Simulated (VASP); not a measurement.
# Ti: single point with PBE

Ti:

```xyz
1
Lattice="-1.4261 1.4261 2.2331 1.4261 -1.4261 2.2331 1.4261 1.4261 -2.2331" Properties=species:S:1:pos:R:3 pbc="T T T"
Ti    0.0000    0.0000    0.0000
```

```
Program                : VASP 6.6.1
Task                   : single point
Functional             : PBE
Potentials or basis    : VASP PAW PBE potentials, release 64 (Ti_sv)
Cutoff                 : 520 eV
k mesh                 : 22 × 22 × 22
Occupations            : gaussian, width 0.15 eV
Spin                   : no spin polarisation
Dipole correction      : no
Further INCAR settings : ALGO = Fast; EDIFF = 1e-07; NBANDS = 12
```

```
Pressure               : -4.7 GPa
Band gap on the k mesh : zero (bands 6 and 7 overlap by 1.19 eV)
```

Stress tensor (GPa, compression positive):
```
-3.57  0.00  0.00
 0.00 -3.57  0.00
 0.00  0.00 -6.81
```

Levels at points of the mesh, in eV from the Fermi level:
```tsv
k point	band 3	band 4	band 5	band 6	band 7	band 8	band 9	band 10
(0.00, 0.00, 0.00)	-32.66	-32.66	-5.95	0.37	1.18	1.18	1.89	2.82
(0.50, 0.00, 0.00)	-32.78	-32.69	-2.45	0.39	0.60	1.19	3.26	3.54
(0.50, 0.50, 0.00)	-32.97	-32.84	-2.36	-1.56	3.31	3.32	3.33	3.97
(0.50, 0.50, 0.50)	-32.80	-32.80	-2.45	-1.45	1.57	3.46	3.62	3.62
```

It took 2.5 min on 1 thread of Intel(R) Xeon(R) Platinum 8559C (Emerald Rapids), with other jobs on the host, peak memory 0.29 GiB.

Caveat: the cell stands under tension.
